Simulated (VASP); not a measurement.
Input of a VASP 6.6.1 run:

The input INCAR:

```
  ALGO = Fast
  EDIFF = 1E-6
  ENCUT = 520
  GGA = PS
  ISIF = 2
  ISMEAR = 0
  LASPH = T
  LCHARG = F
  LREAL = F
  LWAVE = F
  NBANDS = 12
  NELM = 100
  PREC = Accurate
  SIGMA = 0.15
```

File KPOINTS:

```
k-points
0
Gamma
  26 26 26
```

POSCAR

```
Ta
1.0
   -1.7714805432      1.7714805432      1.7058701527
    1.7714805432     -1.7714805432      1.7058701527
    1.7714805432      1.7714805432     -1.7058701527
Ta
1
Direct
    0.0000000000      0.0000000000      0.0000000000
```

Potentials or basis: VASP PAW PBE potentials, release 64 (Ta_pv).

Command:

```console
$ cat potpaw_PBE.64/Ta_pv/POTCAR > POTCAR
$ mpirun -np 1 vasp_std > vasp.out
```

(1) What does it give for the pressure?

(2) What does it give for the band gap on the k mesh?

Answers

(1) -27.6 GPa.

(2) zero (an odd number of electrons rules out a gap without spin polarisation).

Caveat: the cell differs from its parent crystal (strain +0.080 along x and y, +0.040 along z); the cell stands under tension; the PAW data sets were made with another functional, which shifts forces and pressure a little; spin-orbit coupling is left out, which moves the levels of the heavy elements.
